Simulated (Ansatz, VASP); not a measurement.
**HfTi4Si in VASP and in Ansatz**

```
CELL_PARAMETERS angstrom
0.00000 3.46811 3.46811
3.46811 0.00000 3.46811
3.46811 3.46811 0.00000
ATOMIC_POSITIONS crystal
Hf 0.00000 0.00000 0.00000
Ti 0.87276 0.37575 0.37575
Ti 0.37575 0.37575 0.37575
Ti 0.37575 0.87276 0.37575
Ti 0.37575 0.37575 0.87276
Si 0.75000 0.75000 0.75000
```

Change from the starting cell: species swapped into the ErCu4Ag type (F-43m, No. 216).

Alike in both runs: task relaxation of cell and atoms; functional PBE; k mesh 4 × 4 × 4; occupations gaussian, width 0.1 eV; no spin polarisation.

|  | VASP | Ansatz |
| --- | --- | --- |
| version | VASP 6.6.1 | Ansatz 0.2.0 |
| potentials or method | VASP PAW PBE potentials, release 64 (Hf_pv, Ti_sv, Si), cutoff 600 eV | scalar-relativistic, plane waves, PAW |
| valence electrons in the cell | 62 | 78 |

|  | VASP | Ansatz | Ansatz less VASP |
| --- | --- | --- | --- |
| gap on the k mesh at the Fermi level, each at its own relaxed structure (eV) | none | none | - |
| relaxed volume (Å³/atom) | 17.43 | 17.51 | +0.074 |
| relaxed length of the cell vector where the two differ most in proportion (Å) | 5.289 | 5.296 | +0.0075 |

A gap of «none» marks a metal or a gap that the smearing closes. VASP's potentials hold 62 valence electrons a cell and Ansatz's 78, so a difference there can come from the potentials and not from the codes.

The k mesh is coarse, so the values compare programs but aren't converged. Neither program's run includes spin-orbit coupling. Noted on VASP's run: the volume moved by over 15 % at a fixed basis, so the end points are rough.
